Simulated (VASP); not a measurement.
# LiY2P2 in VASP: further runs

The runs below take LiY2P2 through single point, with PBE.

All numbers are computed with VASP 6.6.1; they aren't measurements. Logs are shortened: lines on timing, memory, paths and dates and some standing lists are left out, and cuts for length are marked.

**1. The cell of the first run**

The structure is tetragonal, space group I4/mmm (No. 139). Conventional cell: a = 5.197 Å, b = 5.197 Å, c = 13.089 Å, α = 90.00°, β = 90.00°, γ = 90.00°. Within 3.2 Å of Li (site symmetry 4/mmm) lie 2 P at 2.39 Å. Y (site symmetry -4m2) has 4 P at 2.75 Å and 4 Y at 3.68 Å within 3.7 Å. Within 3.2 Å of P (site symmetry 4mm) lie 1 Li at 2.39 Å and 4 Y at 2.75 Å.

**2. Single point, PBE**

INCAR

```
ALGO = Normal
EDIFF = 1E-7
ENCUT = 520
GGA = PE
ISIF = 2
ISMEAR = 0
LASPH = True
LCHARG = True
LELF = True
LREAL = False
LVHAR = True
LWAVE = False
NBANDS = 46
NELM = 80
PREC = Accurate
SIGMA = 0.2
```

KPOINTS

```
k-points
0
Gamma
  4 4 2
```

POSCAR

```
LiY2P2
1.0
   -5.1974171494      0.0000000000      0.0000000000
    2.5987085747      2.5987085747     -6.5444744736
    0.0000000000    -10.3948342989      0.0000000000
Li Y P
2 4 4
Direct
    1.0000000000      1.0000000000      1.0000000000
    0.0000000000      0.0000000000      0.5000000000
    0.2500000000      0.5000000000      0.8750000000
    0.2500000000      0.5000000000      0.3750000000
    0.7500000000      0.5000000000      0.6250000000
    0.7500000000      0.5000000000      0.1250000000
    0.1823117985      0.3646235970      0.5911558992
    0.1823117985      0.3646235970      0.0911558992
    0.8176882015      0.6353764030      0.9088441008
    0.8176882015      0.6353764030      0.4088441008
```

Potentials or basis: VASP PAW PBE potentials, release 64 (Li_sv, Y_sv, P).

Launch:

```bash
cat potpaw_PBE.64/Li_sv/POTCAR potpaw_PBE.64/Y_sv/POTCAR potpaw_PBE.64/P/POTCAR > POTCAR
mpirun -np 1 vasp_std > vasp.out
```

OUTCAR:

```text
EDIFF = 1E-7
   ENCUT = 520
   GGA = PE
   ISIF = 2
   ISMEAR = 0
   LASPH = True
   LREAL = False
   NELM = 80
   PREC = Accurate

 ion  position               nearest neighbor table
   1  0.000  0.000  0.000-   8 2.39   9 2.39
   2  0.000  0.000  0.500-   7 2.39  10 2.39
   3  0.250  0.500  0.875-   8 2.75   9 2.75   9 2.75   7 2.75   6 3.68   5 3.68   5 3.68   6 3.68

   4  0.250  0.500  0.375-   7 2.75  10 2.75  10 2.75   8 2.75   6 3.68   5 3.68   5 3.68   6 3.68

   5  0.750  0.500  0.625-  10 2.75   7 2.75   7 2.75   9 2.75   3 3.68   3 3.68   4 3.68   4 3.68

   6  0.750  0.500  0.125-   9 2.75   8 2.75   8 2.75  10 2.75   3 3.68   3 3.68   4 3.68   4 3.68

   7  0.182  0.365  0.591-   2 2.39   4 2.75   5 2.75   5 2.75   3 2.75
   8  0.182  0.365  0.091-   1 2.39   3 2.75   6 2.75   6 2.75   4 2.75
   9  0.818  0.635  0.909-   1 2.39   6 2.75   3 2.75   3 2.75   5 2.75
  10  0.818  0.635  0.409-   2 2.39   5 2.75   4 2.75   4 2.75   6 2.75

  LATTYP: Found a base centered monoclinic cell.
 ALAT       =    14.0831008506
 B/A-ratio  =     0.3690534638
 C/A-ratio  =     0.7381069275
 COS(beta)  =    -0.3690534638

  Lattice vectors:

 A1 = (  -2.5987085747,   2.5987085747,  -6.5444744736)
 A2 = (   2.5987085747,   2.5987085747,  -6.5444744736)
 A3 = (   0.0000000000, -10.3948342989,   0.0000000000)

Analysis of symmetry for initial positions (statically):
=====================================================================
 Subroutine PRICEL returns following result:

  LATTYP: Found a body centered tetragonal cell.
 ALAT       =     5.1974171494
 C/A-ratio  =     2.5183564395

  Lattice vectors:

 A1 = (  -2.5987085747,   2.5987085747,  -6.5444744736)
 A2 = (   2.5987085747,  -2.5987085748,  -6.5444744736)
 A3 = (  -2.5987085747,  -2.5987085747,   6.5444744736)

   2 primitive cells build up your supercell.

 Routine SETGRP: Setting up the symmetry group for a
 base centered monoclinic supercell.

 Subroutine GETGRP returns: Found  4 space group operations
 (whereof  4 operations were pure point group operations)
 out of a pool of  4 trial point group operations.

The static configuration has the point symmetry C_2h.

Analysis of symmetry for dynamics (positions and initial velocities):
=====================================================================
 Subroutine PRICEL returns following result:

  LATTYP: Found a body centered tetragonal cell.
 ALAT       =     5.1974171494
 C/A-ratio  =     2.5183564395

  Lattice vectors:

 A1 = (  -2.5987085747,   2.5987085747,  -6.5444744736)
 A2 = (   2.5987085747,  -2.5987085748,  -6.5444744736)
 A3 = (  -2.5987085747,  -2.5987085747,   6.5444744736)

   2 primitive cells build up your supercell.

 Routine SETGRP: Setting up the symmetry group for a
 base centered monoclinic supercell.

 Subroutine GETGRP returns: Found  4 space group operations
 (whereof  4 operations were pure point group operations)
 out of a pool of  4 trial point group operations.

The dynamic configuration has the point symmetry C_2h.

 Subroutine INISYM returns: Found  4 space group operations
 (whereof  4 operations are pure point group operations),
 and found     2 'primitive' translations

----------------------------------------------------------------------------------------

                                     Primitive cell

  volume of cell :     176.7868

  direct lattice vectors                    reciprocal lattice vectors
    -2.598708575  2.598708575 -6.544474474    -0.192403259  0.000000000 -0.076400329
     2.598708575 -2.598708575 -6.544474474     0.000000000 -0.192403259 -0.076400329
    -2.598708575 -2.598708575  6.544474474    -0.192403259 -0.192403259  0.000000000

  length of vectors
     7.505779017  7.505779017  7.505779017     0.207016967  0.207016967  0.272099299

  position of ions in fractional coordinates (direct lattice)
     0.000000000  0.000000000  0.000000000
     0.250000000  0.750000000  0.500000000
     0.750000000  0.250000000  0.500000000
[... 43 lines left out ...]
|                                                                             |
|        The reciprocal lattice is base-centered monoclinic,                  |
|        whereas your k-lattice is body-centered tetragonal.                  |
|                                                                             |
|     Results are often still useful ...                                      |
|                                                                             |
 -----------------------------------------------------------------------------

 Subroutine IBZKPT returns following result:
 ===========================================

 Found     14 irreducible k-points:

 Following reciprocal coordinates:
            Coordinates               Weight
  0.000000  0.000000  0.000000      1.000000
  0.250000  0.000000  0.000000      4.000000
  0.500000  0.000000  0.000000      2.000000
  0.000000  0.250000  0.000000      2.000000
  0.250000  0.250000  0.000000      4.000000
  0.500000  0.250000  0.000000      2.000000
  0.000000  0.500000  0.000000      1.000000
  0.000000 -0.000000  0.500000      1.000000
  0.250000 -0.000000  0.500000      4.000000
  0.500000  0.000000  0.500000      2.000000
  0.000000  0.250000  0.500000      2.000000
  0.250000  0.250000  0.500000      4.000000
  0.500000  0.250000  0.500000      2.000000
  0.000000  0.500000  0.500000      1.000000
   k-points           NKPTS =     14   k-points in BZ     NKDIM =     14   number of bands    NBANDS=     46
   number of dos      NEDOS =    301   number of ions     NIONS =     10
   total plane-waves  NPLWV = 179200
   dimension x,y,z NGX =    40 NGY =   56 NGZ =   80
   dimension x,y,z NGXF=    80 NGYF=  112 NGZF=  160
   ions per type =               2   4   4
   NGX,Y,Z   is equivalent  to a cutoff of  12.79, 12.40, 12.79 a.u.
   NGXF,Y,Z  is equivalent  to a cutoff of  25.59, 24.81, 25.59 a.u.
 SYSTEM =  unknown system
   PREC   = accura    normal or accurate (medium, high low for compatibility)
   ISTART =      0    job   : 0-new  1-cont  2-samecut
   ICHARG =      2    charge: 1-file 2-atom 10-const
   ISPIN  =      1    spin polarized calculation?
   LNONCOLLINEAR =      F non collinear calculations
   LSORBIT =      F    spin-orbit coupling
   LASPH  =      T    aspherical Exc in radial PAW
   ENCUT  =  520.0 eV  38.22 Ry    6.18 a.u.   9.66 13.96 19.33*2*pi/ulx,y,z
   NELM   =     80;   NELMIN=  2; NELMDL= -5     # of ELM steps
   EDIFF  = 0.1E-06   stopping-criterion for ELM
   LREAL  =      F    real-space projection
   EDIFFG = 0.1E-05   stopping-criterion for IOM
   NSW    =      0    number of steps for IOM
   IBRION =     -1    ionic relax: 0-MD 1-quasi-New 2-CG
   NFREE  =      0    steps in history (QN), initial steepest desc. (CG)
   ISIF   =      2    stress and relaxation
   ISYM   =      2    0-nonsym 1-usesym 2-fastsym
   POTIM  = 0.5000    time-step for ionic-motion
   TEBEG  =    0.0;   TEEND  =   0.0 temperature during run
   PSTRESS=    0.0 pullay stress
   NELECT =      70.0000    total number of electrons
   NUPDOWN=      -1.0000    fix difference up-down
   EMIN   =  10.00;   EMAX   =-10.00  energy-range for DOS
   EFERMI =   0.00;   METHOD = LEGACY
   ISMEAR =     0;   SIGMA  =   0.20  broadening in eV -4-tet -1-fermi 0-gaus
   EFERMI_NEDOS =   21; number of points for ismear=-14 and -15
   IALGO  =     38    algorithm
   IMIX   =      4    mixing-type and parameters
     AMIX     =   0.40;   BMIX     =  1.00
     AMIX_MAG =   1.60;   BMIX_MAG =  1.00
  volume/ion in A,a.u.               =      35.36       238.60
  Fermi-wavevector in a.u.,A,eV,Ry     =   0.954145  1.803072 12.386634  0.910392
  Thomas-Fermi vector in A             =   2.082864
   LORBIT       =      0    0 simple, 1 ext, 2 COOP (PROOUT), +10 PAW based schemes
   GGA     = PE    functional components
   LHFCALC =     F    Hartree Fock is set to
   AEXX    =    0.0000 exact exchange contribution
   IVDW    =     0    specifies the selected vdW correction
   LEPSILON=     F    determine dielectric tensor
   LRPA    =     F    only Hartree local field effects (RPA)
 non-spin polarized calculation
 Gauss-broadening in eV      SIGMA  =   0.20
  energy-cutoff  :      520.00
  volume of cell :      353.57
 maximum number of plane-waves:      9549
 NGX is ok and might be reduce to    40
   NGX = 19   NGY = 27   NGZ = 39

 number of electron      69.9999992 magnetization

 Free energy of the ion-electron system (eV)
  ---------------------------------------------------
  ext. energy  EPLUGINS =         0.00000000
  ---------------------------------------------------
  free energy    TOTEN  =       -60.02438872 eV

  energy without entropy =      -59.89220210  energy(sigma->0) =      -59.95829541

 E-fermi :   1.9728     XC(G=0):  -7.1280

 val. band max:        1.8755725590   @ k =   0.0000   0.5000   0.5000
 cond. band min:       2.0501491602   @ k =   0.0000   0.0000   0.0000
 fundamental gap:      0.1745766012
 Fermi energy:         1.9727947564

 k-point     1 :       0.0000    0.0000    0.0000
  band No.  band energies     occupation
      1     -45.1508      2.00000
      2     -45.1508      2.00000
      3     -41.0954      2.00000
      4     -41.0781      2.00000
      5     -41.0781      2.00000
      6     -41.0612      2.00000
[... 675 lines left out ...]
     45       4.1720      0.00000
     46       4.1813      0.00000

------------------------ aborting loop because EDIFF is reached ----------------------------------------

  FORCE on cell =-STRESS in cart. coord.  units (eV):
  Direction    XX          YY          ZZ          XY          YZ          ZX
  --------------------------------------------------------------------------------------
  -------------------------------------------------------------------------------------
  Total       -0.0154837     -0.0155005      0.1260422      0.0000000     -0.0002803      0.0000000
  in kB       -0.0701627     -0.0702385      0.5711453      0.0000000     -0.0012700      0.0000000
  external PRESSURE =       0.1435814 kB  Pullay stress =       0.0000000 kB

 VOLUME and BASIS-vectors are now :
 -----------------------------------------------------------------------------
  energy-cutoff  :      520.00
  volume of cell :      353.57
      direct lattice vectors                 reciprocal lattice vectors
    -5.197417149  0.000000000  0.000000000    -0.192403259  0.000000000 -0.076400329
     2.598708575  2.598708575 -6.544474474     0.000000000  0.000000000 -0.152800657
     0.000000000-10.394834299  0.000000000     0.000000000 -0.096201630 -0.038200164

 POSITION                                       TOTAL-FORCE (eV/Angst)
 -----------------------------------------------------------------------------------
      0.00000      0.00000      0.00000         0.000000      0.000000     -0.000000
      0.00000     -5.19742      0.00000         0.000000     -0.000000     -0.000000
      0.00000     -7.79613     -3.27224        -0.000000      0.000001      0.000001
      0.00000     -2.59871     -3.27224        -0.000000      0.000001      0.000001
     -2.59871     -5.19742     -3.27224         0.000000     -0.000001     -0.000001
     -2.59871     -0.00000     -3.27224        -0.000000     -0.000001     -0.000001
     -0.00000     -5.19742     -2.38627        -0.000000      0.000001      0.028355
     -0.00000      0.00000     -2.38627        -0.000000      0.000001      0.028355
     -2.59871     -7.79613     -4.15820         0.000000     -0.000001     -0.028355
     -2.59871     -2.59871     -4.15820         0.000000     -0.000001     -0.028355
 -----------------------------------------------------------------------------------
    total drift:                                0.000000      0.000000     -0.000000

  FREE ENERGIE OF THE ION-ELECTRON SYSTEM (eV)
  ---------------------------------------------------
  free  energy   TOTEN  =       -60.0243887214 eV

  energy  without entropy=      -59.8922021037  energy(sigma->0) =      -59.95829541
```

Run time: 9.2 min. Hardware: 1 thread of AMD EPYC 7R13, shared host; peak memory 0.51 GiB.

What came out:

```yaml
Free_energy: -60.0244 eV
Largest_force: 0.028 eV/Å
Band_gap_on_the_k_mesh: zero (bands 35 and 36 overlap by 0.35 eV)
```

Forces in eV/Å, atoms in the order of the input:
```
Li   0.000  0.000  0.000
Li   0.000  0.000  0.000
Y    0.000  0.000  0.000
Y    0.000  0.000  0.000
Y    0.000  0.000  0.000
Y    0.000  0.000  0.000
P    0.000  0.000  0.028
P    0.000  0.000  0.028
P    0.000  0.000 -0.028
P    0.000  0.000 -0.028
```

Caveat: the cutoff is under 1.25 times the usual one of these potentials, so pressure, stress and relaxed cells hold a basis-set (Pulay) error.

(Part 1 of 2 ends here.)

The gap in the log of VASP goes by the Fermi energy; the results here count the filled bands.